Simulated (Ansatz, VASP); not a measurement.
**One calculation of MgS, two programs**

INCAR

```
PREC = Accurate
ENCUT = 520
EDIFF = 1E-6
ISMEAR = 1
SIGMA = 0.01
LREAL = F
LASPH = T
NELM = 60
ALGO = Normal
ISIF = 2
LWAVE = F
LCHARG = T
GGA = PS
LELF = T
LVHAR = T
NBANDS = 16
```

KPOINTS

```
Automatic mesh
0
Gamma
  5 5 3
```

The input POSCAR:

```
MgS
1.0
    4.0877131938      0.0000000000      0.0000000000
   -2.0438565969      3.5400701413      0.0000000000
    0.0000000000      0.0000000000      6.5169351016
Mg S
2 2
Direct
    0.6666666667      0.3333333333      0.4957500000
    0.3333333333      0.6666666667      0.9957500000
    0.3333333333      0.6666666667      0.3792400000
    0.6666666667      0.3333333333      0.8792400000
```

Input for Ansatz:

```yaml
crystal:
  lattice:
    - [4.087713193840964, 0.0, 0.0]
    - [-2.043856596920482, 3.5400701412940427, 0.0]
    - [0.0, 0.0, 6.516935101598488]
  atoms:
    - { symbol: Mg, position: [0.6666666666666666, 0.3333333333333333, 0.49575] }
    - { symbol: Mg, position: [0.3333333333333333, 0.6666666666666666, 0.99575] }
    - { symbol: S, position: [0.3333333333333333, 0.6666666666666666, 0.37924] }
    - { symbol: S, position: [0.6666666666666666, 0.3333333333333333, 0.87924] }
basis:
  ecutwfc: 500.0
kpoints:
  mp_grid:
    grid: [5, 5, 3]
hamiltonian:
  xc: pbesol
scf:
  convergence:
    dr2_threshold: 1.0e-07
  occupations:
    method: methfessel_paxton
    width: 0.01
output:
  stress: true
```

Alike in both runs: task single point; functional PBEsol; k mesh 5 × 5 × 3; occupations methfessel-paxton of order 1, width 0.01 eV; no spin polarisation.

```csv
,VASP,Ansatz
version,VASP 6.6.1,Ansatz 0.2.0
potentials or method,"VASP PAW PBE potentials, release 64 (Mg, S), cutoff 520 eV","plane waves, PAW"
valence electrons in the cell,16,32
```

|  | VASP | Ansatz | Ansatz less VASP |
| --- | --- | --- | --- |
| pressure (GPa) | -2.5 | -2.3 | +0.11 |
| traceless stress, the component that is largest in VASP (GPa) | -0.13 | -0.13 | -0.007 |

VASP's potentials were made for PBE, not for PBEsol. VASP's potentials hold 16 valence electrons a cell and Ansatz's 32, so a difference there can come from the potentials and not from the codes. Ansatz's warnings: stress scf threshold loose, structure snapped to symmetry.
